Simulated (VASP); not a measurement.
Wanted: the native input for a VASP 6.6.1 run.

```
Task                   : single point
Functional             : LDA
Potentials or basis    : VASP PAW LDA potentials, release 64 (Co, O)
Cutoff                 : 520 eV
k mesh                 : 10 × 10 × 10
Occupations            : fermi-dirac, width 0.05 eV
Spin                   : collinear spin, ferromagnetic start
Starting moments       : [2.0, 0.0] μB
Dipole correction      : no
Further INCAR settings : ALGO = Normal; EDIFF = 1e-06; NBANDS = 18
```

The structure of CoO lies in POSCAR:

```
CoO
1.0
    1.5695123000      0.9061583489      2.5140792326
   -1.5695123000      0.9061583489      2.5140792326
    0.0000000000     -1.8123166978      2.5140792326
Co O
1 1
Direct
    0.9989783200      0.9989783200      0.9989783200
    0.7510210300      0.7510210300      0.7510210300
```

These files were run (other wordings do the same):

INCAR

```
PREC     = Accurate       # precision mode
ENCUT    = 520            # plane-wave cutoff, eV
EDIFF    = 1E-6           # SCF threshold, eV
ISMEAR   = -1             # smearing method
SIGMA    = 0.05           # smearing width, eV
LREAL    = False          # projectors in reciprocal space
LASPH    = True           # aspherical terms in the spheres
NELM     = 150            # most SCF steps
ALGO     = Normal         # electronic algorithm
ISIF     = 2              # what is computed and relaxed
LWAVE    = False          # write WAVECAR
LCHARG   = False          # write CHGCAR
ISPIN    = 2              # spin polarisation
MAGMOM   = 2 0            # initial moments
LORBIT   = 11             # projections on sites
LMAXMIX  = 4              # l up to which the mixer works
GGA      = CA             # functional
NBANDS   = 18             # bands
```

KPOINTS

```
regular mesh
0
Gamma
  10 10 10
```

Potentials or basis: VASP PAW LDA potentials, release 64 (Co, O).

Run with:

```bash
$ cat potpaw_LDA.64/Co/POTCAR potpaw_LDA.64/O/POTCAR > POTCAR
$ mpirun -np 1 vasp_std > vasp.out
```

It gave:

```yaml
Pressure: -15.1 GPa
Largest_force: 0.292 eV/Å
Net_moment: 1.72 μB per cell
Site_moments: Co +1.52; O +0.16 μB
Valence_electrons_inside_the_program's_atomic_spheres: Co 8.18; O 4.95
```

Caveat: the cell stands under tension; a cell with one magnetic atom can't hold antiferromagnetic order, which such compounds often take.

It took 100 s on 1 thread of Intel Xeon 8259CL, with other jobs on the host, peak memory 0.19 GiB.
